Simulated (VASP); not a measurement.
# Mg8HO8 (a cell with a defect) in VASP: further runs

The runs below take Mg8HO8 (a cell with a defect) through single point, with PBEsol.

Everything below comes from runs of VASP 6.6.1. Logs are shortened: lines on timing, memory, paths and dates and some standing lists are left out, and cuts for length are marked.

## (1) The cell of the first run

The cell holds a defect, 17 atoms: a = 5.633 Å, b = 5.633 Å, c = 5.633 Å, α = 60.00°, β = 60.00°, γ = 60.00°.

## (2) Single point, PBEsol

File INCAR:

```
SYSTEM = Mg8HO8
PREC = Accurate
ENCUT = 520
EDIFF = 1E-6
ISMEAR = -1
SIGMA = 0.02
LREAL = Auto
LASPH = .True.
NELM = 100
ALGO = Normal
ISIF = 2
LWAVE = .False.
LCHARG = .False.
GGA = PS
NBANDS = 46
NELECT = 64.0
```

File KPOINTS:

```
regular mesh
0
Gamma
  2 2 2
  0 0 0
```

File POSCAR:

```
Mg8HO8
1.0
    0.0000000000      3.9830000000      3.9830000000
    3.9830000000      0.0000000000      3.9830000000
    3.9830000000      3.9830000000      0.0000000000
Mg O H
8 8 1
Direct
   -0.0230102937      0.0296886769     -0.0129927191
   -0.0372081346      0.0150640221      0.5131308059
   -0.0275797138      0.5060632689      0.0157795631
   -0.0193196083      0.4621767512      0.5324504143
    0.4875847351     -0.0081722320     -0.0043057996
    0.4939743912     -0.0045945267      0.5055485815
    0.4686040673      0.5192442882     -0.0036530254
    0.4902460457      0.4983806176      0.5019457695
    0.2622018579      0.2318729601      0.2525859905
    0.2468742154      0.2641225207      0.7572181773
    0.2415641476      0.7449033392      0.2584609591
    0.2328772282      0.7707883505      0.7448029124
    0.7427190560      0.2697087622      0.2248932965
    0.7161561637      0.2675495857      0.7593899071
    0.7841576701      0.7444890786      0.2519206628
    0.7494099925      0.7499372332      0.7393170977
    1.0631559126      0.7342329902      0.2581345719
```

Potentials or basis: VASP PAW PBE potentials, release 64 (Mg, O, H).

Command:

```sh
cat potpaw_PBE.64/Mg/POTCAR potpaw_PBE.64/O/POTCAR potpaw_PBE.64/H/POTCAR > POTCAR
mpirun -np 1 vasp_std > vasp.out
```

OUTCAR:

```text
SYSTEM = Mg8HO8
   PREC = Accurate
   ENCUT = 520
   EDIFF = 1E-6
   ISMEAR = -1
   LREAL = Auto
   LASPH = .True.
   NELM = 100
   ISIF = 2
   GGA = PS
   NELECT = 64.0

 ion  position               nearest neighbor table
   1  0.977  0.030  0.987-  17 1.65  13 1.90  15 1.93  14 1.95  12 2.00  10 2.02  11 2.14   4 2.50
                             2 2.75   3 2.75   5 2.80   7 2.81   6 2.82   7 2.82   6 2.83   5 2.84
   2  0.963  0.015  0.513-  16 1.91  14 1.99  12 2.00  13 2.03   9 2.07  11 2.09   4 2.63   8 2.69
                             5 2.70   6 2.72   1 2.75   3 2.78   3 2.85   1 2.88   6 2.92   5 2.94
   3  0.972  0.506  0.016-  13 1.86  15 1.91  16 2.00  10 2.00  12 2.09   9 2.10   8 2.73   5 2.74
                             1 2.75   7 2.78   2 2.78   4 2.82   4 2.83   2 2.85   7 2.86   1 2.88
   4  0.981  0.462  0.532-  17 1.61  14 1.84  15 1.93  10 1.98  16 1.99   9 2.04  11 2.17   1 2.50
                             2 2.63   8 2.75   7 2.76   6 2.77   3 2.82   3 2.83   6 2.88   8 2.89
   5  0.488  0.992  0.996-  10 1.92  11 1.97   9 1.98  16 1.99  14 2.01  15 2.21   2 2.70   7 2.72
                             6 2.73   3 2.74   1 2.80   8 2.82   8 2.82   1 2.84   6 2.90   3 2.90
   6  0.494  0.995  0.506-   9 1.93  12 1.94  16 1.95  15 2.02  10 2.07  13 2.09   2 2.72   7 2.73
                             5 2.73   4 2.77   8 2.81   1 2.82   8 2.82   1 2.83   4 2.88   5 2.90
   7  0.469  0.519  0.996-  12 1.94  14 1.95  11 1.95   9 1.98  13 2.01  16 2.04  17 2.12   5 2.72
                             6 2.73   4 2.76   3 2.78   8 2.79   1 2.81   1 2.82   8 2.85   3 2.86
   8  0.490  0.498  0.502-  10 1.90  14 1.93  11 1.96  13 2.02  12 2.05  15 2.16   2 2.69   3 2.73
                             4 2.75   7 2.79   6 2.81   5 2.82   5 2.82   6 2.82   7 2.85   4 2.89
   9  0.262  0.232  0.253-   6 1.93   7 1.98   5 1.98   4 2.04   2 2.07   3 2.10
  10  0.247  0.264  0.757-   8 1.90   5 1.92   4 1.98   3 2.00   1 2.02   6 2.07
  11  0.242  0.745  0.258-  17 1.04   7 1.95   8 1.96   5 1.97   2 2.09   1 2.14   4 2.17
  12  0.233  0.771  0.745-   6 1.94   7 1.94   1 2.00   2 2.00   8 2.05   3 2.09
  13  0.743  0.270  0.225-   3 1.86   1 1.90   7 2.01   8 2.02   2 2.03   6 2.09
  14  0.716  0.268  0.759-   4 1.84   8 1.93   7 1.95   1 1.95   2 1.99   5 2.01
  15  0.784  0.744  0.252-   3 1.91   1 1.93   4 1.93   6 2.02   8 2.16   5 2.21
  16  0.749  0.750  0.739-   2 1.91   6 1.95   4 1.99   5 1.99   3 2.00   7 2.04
  17  0.063  0.734  0.258-  11 1.04   4 1.61   1 1.65   7 2.12

  LATTYP: Found a face centered cubic cell.
 ALAT       =     7.9660000000

  Lattice vectors:

 A1 = (   0.0000000000,   3.9830000000,   3.9830000000)
 A2 = (   3.9830000000,   0.0000000000,   3.9830000000)
 A3 = (   3.9830000000,   3.9830000000,   0.0000000000)

Analysis of symmetry for initial positions (statically):
=====================================================================
 Subroutine PRICEL returns:
 Original cell was already a primitive cell.

 Routine SETGRP: Setting up the symmetry group for a
 face centered cubic supercell.

 Subroutine GETGRP returns: Found  1 space group operations
 (whereof  1 operations were pure point group operations)
 out of a pool of 48 trial point group operations.

The static configuration has the point symmetry C_1 .

Analysis of symmetry for dynamics (positions and initial velocities):
=====================================================================
 Subroutine PRICEL returns:
 Original cell was already a primitive cell.

 Routine SETGRP: Setting up the symmetry group for a
 face centered cubic supercell.

 Subroutine GETGRP returns: Found  1 space group operations
 (whereof  1 operations were pure point group operations)
 out of a pool of 48 trial point group operations.

The dynamic configuration has the point symmetry C_1 .

 Subroutine INISYM returns: Found  1 space group operations
 (whereof  1 operations are pure point group operations),
 and found     1 'primitive' translations

----------------------------------------------------------------------------------------

                                     Primitive cell

  volume of cell :     126.3749

  direct lattice vectors                    reciprocal lattice vectors
     0.000000000  3.983000000  3.983000000    -0.125533517  0.125533517  0.125533517
     3.983000000  0.000000000  3.983000000     0.125533517 -0.125533517  0.125533517
     3.983000000  3.983000000  0.000000000     0.125533517  0.125533517 -0.125533517

  length of vectors
     5.632812619  5.632812619  5.632812619     0.217430430  0.217430430  0.217430430

  position of ions in fractional coordinates (direct lattice)
[... 48 lines left out ...]
  Cartesian coordinates                     Fractional coordinates (reciprocal lattice)
    -0.062766759  0.062766759  0.062766759     0.500000000  0.000000000  0.000000000
     0.062766759 -0.062766759  0.062766759     0.000000000  0.500000000  0.000000000
     0.062766759  0.062766759 -0.062766759     0.000000000  0.000000000  0.500000000

  Length of vectors
     0.108715215  0.108715215  0.108715215

  Shift w.r.t. Gamma in fractional coordinates (k-lattice)
     0.000000000  0.000000000  0.000000000

 Subroutine IBZKPT returns following result:
 ===========================================

 Found      8 irreducible k-points:

 Following reciprocal coordinates:
            Coordinates               Weight
  0.000000  0.000000  0.000000      1.000000
  0.500000  0.000000  0.000000      1.000000
  0.000000  0.500000  0.000000      1.000000
  0.000000  0.000000  0.500000      1.000000
  0.500000  0.500000  0.500000      1.000000
  0.500000  0.500000  0.000000      1.000000
  0.000000  0.500000  0.500000      1.000000
  0.500000  0.000000  0.500000      1.000000
   k-points           NKPTS =      8   k-points in BZ     NKDIM =      8   number of bands    NBANDS=     46
   number of dos      NEDOS =    301   number of ions     NIONS =     17
   total plane-waves  NPLWV =  74088
   dimension x,y,z NGX =    42 NGY =   42 NGZ =   42
   dimension x,y,z NGXF=    84 NGYF=   84 NGZF=   84
   ions per type =               8   8   1
   NGX,Y,Z   is equivalent  to a cutoff of  12.40, 12.40, 12.40 a.u.
   NGXF,Y,Z  is equivalent  to a cutoff of  24.79, 24.79, 24.79 a.u.
 SYSTEM =  Mg8HO8
   PREC   = accura    normal or accurate (medium, high low for compatibility)
   ISTART =      0    job   : 0-new  1-cont  2-samecut
   ICHARG =      2    charge: 1-file 2-atom 10-const
   ISPIN  =      1    spin polarized calculation?
   LNONCOLLINEAR =      F non collinear calculations
   LSORBIT =      F    spin-orbit coupling
   LASPH  =      T    aspherical Exc in radial PAW
   ENCUT  =  520.0 eV  38.22 Ry    6.18 a.u.  10.47 10.47 10.47*2*pi/ulx,y,z
   NELM   =    100;   NELMIN=  2; NELMDL= -5     # of ELM steps
   EDIFF  = 0.1E-05   stopping-criterion for ELM
   LREAL  =      T    real-space projection
   EDIFFG = 0.1E-04   stopping-criterion for IOM
   NSW    =      0    number of steps for IOM
   IBRION =     -1    ionic relax: 0-MD 1-quasi-New 2-CG
   NFREE  =      0    steps in history (QN), initial steepest desc. (CG)
   ISIF   =      2    stress and relaxation
   ISYM   =      2    0-nonsym 1-usesym 2-fastsym
   POTIM  = 0.5000    time-step for ionic-motion
   TEBEG  =    0.0;   TEEND  =   0.0 temperature during run
   PSTRESS=    0.0 pullay stress
   NELECT =      64.0000    total number of electrons
   NUPDOWN=      -1.0000    fix difference up-down
   EMIN   =  10.00;   EMAX   =-10.00  energy-range for DOS
   EFERMI =   0.00;   METHOD = LEGACY
   ISMEAR =    -1;   SIGMA  =   0.02  broadening in eV -4-tet -1-fermi 0-gaus
   EFERMI_NEDOS =   21; number of points for ismear=-14 and -15
   IALGO  =     38    algorithm
   IMIX   =      4    mixing-type and parameters
     AMIX     =   0.40;   BMIX     =  1.00
     AMIX_MAG =   1.60;   BMIX_MAG =  1.00
  volume/ion in A,a.u.               =       7.43        50.17
  Fermi-wavevector in a.u.,A,eV,Ry     =   1.304912  2.465926 23.167933  1.702795
  Thomas-Fermi vector in A             =   2.435816
   LORBIT       =      0    0 simple, 1 ext, 2 COOP (PROOUT), +10 PAW based schemes
   GGA     = PS    functional components
   LHFCALC =     F    Hartree Fock is set to
   AEXX    =    0.0000 exact exchange contribution
   IVDW    =     0    specifies the selected vdW correction
   LEPSILON=     F    determine dielectric tensor
   LRPA    =     F    only Hartree local field effects (RPA)
 non-spin polarized calculation
  energy-cutoff  :      520.00
  volume of cell :      126.37
 maximum number of plane-waves:      3479
 NGX is ok and might be reduce to    42
   NGX = 21   NGY = 21   NGZ = 21

 number of electron      64.0000001 magnetization

 Free energy of the ion-electron system (eV)
  ---------------------------------------------------
  ext. energy  EPLUGINS =         0.00000000
  ---------------------------------------------------
  free energy    TOTEN  =      -104.13704043 eV

  energy without entropy =     -104.13704043  energy(sigma->0) =     -104.13704043

 E-fermi :   5.1912     XC(G=0): -12.1272

 val. band max:        4.7401753805   @ k =   0.0000   0.0000   0.0000
 cond. band min:      10.0767540816   @ k =   0.0000   0.0000   0.0000
 fundamental gap:      5.3365787011
 Fermi energy:         5.1911811786

 k-point     1 :       0.0000    0.0000    0.0000
  band No.  band energies     occupation
      1     -15.6492      2.00000
      2     -13.0607      2.00000
      3     -12.1483      2.00000
      4     -11.6476      2.00000
      5     -11.5667      2.00000
      6     -11.4579      2.00000
[... 365 lines left out ...]
     43      16.5717      0.00000
     44      17.1170      0.00000
 [bands above 44 left out]

------------------------ aborting loop because EDIFF is reached ----------------------------------------

  FORCE on cell =-STRESS in cart. coord.  units (eV):
  Direction    XX          YY          ZZ          XY          YZ          ZX
  --------------------------------------------------------------------------------------
  -------------------------------------------------------------------------------------
  Total       23.4437011     27.6761664     30.4382107      0.3489452     -6.6590083     -0.0893171
  in kB      297.2185038    350.8775651    385.8946760      4.4239167    -84.4226971     -1.1323594
  external PRESSURE =     344.6635816 kB  Pullay stress =       0.0000000 kB

 VOLUME and BASIS-vectors are now :
 -----------------------------------------------------------------------------
  energy-cutoff  :      520.00
  volume of cell :      126.37
      direct lattice vectors                 reciprocal lattice vectors
     0.000000000  3.983000000  3.983000000    -0.125533517  0.125533517  0.125533517
     3.983000000  0.000000000  3.983000000     0.125533517 -0.125533517  0.125533517
     3.983000000  3.983000000  0.000000000     0.125533517  0.125533517 -0.125533517

 POSITION                                       TOTAL-FORCE (eV/Angst)
 -----------------------------------------------------------------------------------
      4.04950      7.82260      4.00960        -0.335266     -1.541922      1.189647
      2.10380      5.87860      3.89480        -0.721811      0.663368      1.097953
      2.07850      3.93600      5.88880        -1.591886      0.570456      2.026397
      3.96160      6.02680      5.74690         0.096306      1.573040     -0.022980
      7.91630      5.90790      5.89250         1.274376      0.488337      1.446126
      5.97830      3.98110      5.93220         0.034833     -0.648017      0.703476
[... 9 lines left out ...]
      5.93170      5.92960      5.97190         0.956594      0.142454     -0.665068
      3.95260      1.27970      3.17600         0.075745      0.175171      0.785151
 -----------------------------------------------------------------------------------
    total drift:                               -0.007101      0.001157      0.010932

  FREE ENERGIE OF THE ION-ELECTRON SYSTEM (eV)
  ---------------------------------------------------
  free  energy   TOTEN  =      -104.1370404334 eV

  energy  without entropy=     -104.1370404334  energy(sigma->0) =     -104.13704043
```

Wall time 66 s (1 thread of Intel Xeon 6975P-C (Granite Rapids), shared host); peak memory 0.26 GiB.

What came out:

```yaml
Free_energy: -104.1370 eV
Largest_force: 2.639 eV/Å
```

Forces in eV/Å, atoms in the order of the input:
```
Mg  -0.335 -1.542  1.190
Mg  -0.722  0.663  1.098
Mg  -1.592  0.570  2.026
Mg   0.096  1.573 -0.023
Mg   1.274  0.488  1.446
Mg   0.035 -0.648  0.703
Mg  -1.666  0.809 -0.288
Mg   0.835  0.222  0.118
O    1.106 -1.126 -0.783
O   -1.004 -0.825 -1.394
O    0.426 -1.255 -0.657
O    0.027  0.055 -0.552
O    1.345  1.065 -1.472
O   -1.323  0.359 -0.782
O    0.465 -0.727 -0.751
O    0.957  0.142 -0.665
H    0.076  0.175  0.785
```

Caveat: the k points lie up to 0.68 Å⁻¹ apart; the cell carries a net charge on a neutralising background, which shifts energy and pressure; the cell is charged against a uniform background, so pressure and absolute levels hang on convention; the PAW data sets were made with another functional, which shifts forces and pressure a little.

## (3) Single point, PBEsol

File INCAR:

```
  PREC = Accurate
  ENCUT = 520
  EDIFF = 1E-7
  ISMEAR = -1
  SIGMA = 0.02
  LREAL = Auto
  LASPH = True
  NELM = 80
  ALGO = Normal
  ISIF = 2
  LWAVE = False
  LCHARG = False
  GGA = PS
  NELECT = 64.0
  NBANDS = 46
```

File KPOINTS:

```
regular mesh
0
Gamma
  2 2 2
```

File POSCAR:

```
Mg8HO8
1.0
    0.0000000000      3.9830000000      3.9830000000
    3.9830000000      0.0000000000      3.9830000000
    3.9830000000      3.9830000000      0.0000000000
Mg O H
8 8 1
Direct
   -0.0263369320     -0.0015817223     -0.0356766257
   -0.0055987949      0.0040672860      0.4938237509
   -0.0272282199      0.5047577203     -0.0255209641
   -0.0261611850      0.4926186292      0.5175495857
    0.4750188300      0.0250815968      0.0036404720
    0.4767009792      0.0183530003      0.5007532011
    0.4870826011      0.4989329651     -0.0016193824
    0.4933718303      0.4988701983      0.4894551845
    0.2386768767      0.2820110469      0.2302410244
    0.2448029124      0.2653904092      0.7358147125
    0.2297765503      0.7727843334      0.2056490083
    0.2597414010      0.7409364800      0.7145242280
    0.7590133066      0.2387773035      0.2212026111
    0.7357393924      0.2517072558      0.7366432337
    0.7235877479      0.7707381371      0.2401079588
    0.7382751695      0.7519583229      0.7377730354
    1.0126286719      0.8415264876      0.2884007030
```

Potentials or basis: VASP PAW PBE potentials, release 64 (Mg, O, H).

Command:

```sh
cat potpaw_PBE.64/Mg/POTCAR potpaw_PBE.64/O/POTCAR potpaw_PBE.64/H/POTCAR > POTCAR
mpirun -np 1 vasp_std > vasp.out
```

It took 85 s on 1 thread of Intel Xeon 6975P-C (Granite Rapids), shared host; peak memory 0.26 GiB.

The run converged. Its results:

```yaml
Free_energy: -104.0104 eV
Largest_force: 2.866 eV/Å
```

Forces in eV/Å, atoms in the order of the input:
```
Mg  -0.655 -0.415  1.563
Mg   1.405 -0.301  0.859
Mg   1.184  2.317  1.202
Mg  -1.633 -0.825 -0.571
Mg  -1.044 -0.792  0.268
Mg  -1.214  0.087 -0.045
Mg  -1.283 -1.144  0.783
Mg  -0.733  0.350  0.658
O    0.341  0.080 -2.244
O   -0.710 -0.486 -1.130
O    1.294  1.150 -0.575
O    2.356 -0.467 -0.370
O    1.149  0.438 -0.587
O   -0.139 -0.385  0.172
O   -1.039  0.863 -0.420
O    0.730 -0.663  0.448
H   -0.011  0.193 -0.011
```

Levels at points of the mesh, in eV from the Fermi level:
| k point | band 30 | band 31 | band 32 | band 33 | band 34 | band 35 |
| --- | --- | --- | --- | --- | --- | --- |
| (0.00, 0.00, 0.00) | -0.54 | -0.49 | -0.45 | 4.59 | 6.57 | 8.09 |
| (0.50, 0.00, 0.00) | -0.97 | -0.87 | -0.77 | 6.86 | 7.74 | 8.53 |
| (0.00, 0.50, 0.00) | -0.90 | -0.85 | -0.82 | 5.91 | 8.04 | 8.65 |
| (0.00, 0.00, 0.50) | -0.95 | -0.85 | -0.79 | 5.98 | 8.04 | 8.65 |
| (0.50, 0.50, 0.50) | -1.18 | -0.71 | -0.67 | 5.90 | 8.13 | 8.59 |
| (0.50, 0.50, 0.00) | -1.23 | -1.17 | -0.91 | 6.93 | 8.83 | 9.24 |
| (0.00, 0.50, 0.50) | -1.19 | -1.15 | -0.89 | 6.86 | 8.82 | 9.28 |
| (0.50, 0.00, 0.50) | -1.25 | -1.15 | -0.93 | 6.80 | 8.73 | 9.44 |

Caveat: the k points lie up to 0.68 Å⁻¹ apart; the cell carries a net charge on a neutralising background, which shifts energy and pressure; the cell is charged against a uniform background, so pressure and absolute levels hang on convention; the PAW data sets were made with another functional, which shifts forces and pressure a little.

(Continued in part 2 of 2.)
